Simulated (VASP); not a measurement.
Wanted: the native input for a VASP 6.6.1 run.

* Task: single point
* Functional: PBE
* Potentials or basis: VASP PAW PBE potentials, release 64 (As, Pb_d)
* Cutoff: 520 eV
* k mesh: 8 × 8 × 8
* Occupations: gaussian, width 0.1 eV
* Spin: no spin polarisation
* Dipole correction: no
* Further INCAR settings: ALGO = Fast; EDIFF = 1e-06; NBANDS = 38

The structure of AsPb4 lies in POSCAR:

```
AsPb4
1.0
   -3.6805537634      3.6805537634      3.1428097715
    3.6805537634     -3.6805537634      3.1428097715
    3.6805537634      3.6805537634     -3.1428097715
As Pb
1 4
Direct
    0.0000000000      0.0000000000      0.0000000000
    0.7169892812      0.7169892812      0.4339785625
    0.2830107188      0.2830107188      0.5660214375
    0.2830107188      0.7169892812      0.0000000000
    0.7169892812      0.2830107188      0.0000000000
```

The cell was built from a structure type or drawn by symmetry, and may not be a known phase.

One way to write it, as run:

INCAR

```
SYSTEM = AsPb4
PREC = Accurate ; ENCUT = 520
EDIFF = 1E-6 ; ISMEAR = 0
SIGMA = 0.1 ; LREAL = .False.
LASPH = .True. ; NELM = 80
ALGO = Fast ; ISIF = 2
LWAVE = .False. ; LCHARG = .False.
GGA = PE ; NBANDS = 38
```

KPOINTS

```
Automatic mesh
0
Gamma
  8 8 8
  0 0 0
```

Potentials or basis: VASP PAW PBE potentials, release 64 (As, Pb_d).

Command:

```console
$ cat potpaw_PBE.64/As/POTCAR potpaw_PBE.64/Pb_d/POTCAR > POTCAR
$ mpirun -np 1 vasp_std > vasp.out
```

Results of the run:

| Quantity | Value |
| --- | --- |
| Pressure | -0.1 GPa |
| Band gap on the k mesh | zero (an odd number of electrons rules out a gap without spin polarisation) |

Caveat: spin-orbit coupling is left out, which moves the levels of the heavy elements.

Run time: 6.9 min on 1 thread of Intel(R) Xeon(R) 6975P-C (Granite Rapids), with other jobs on the host, peak memory 0.51 GiB.
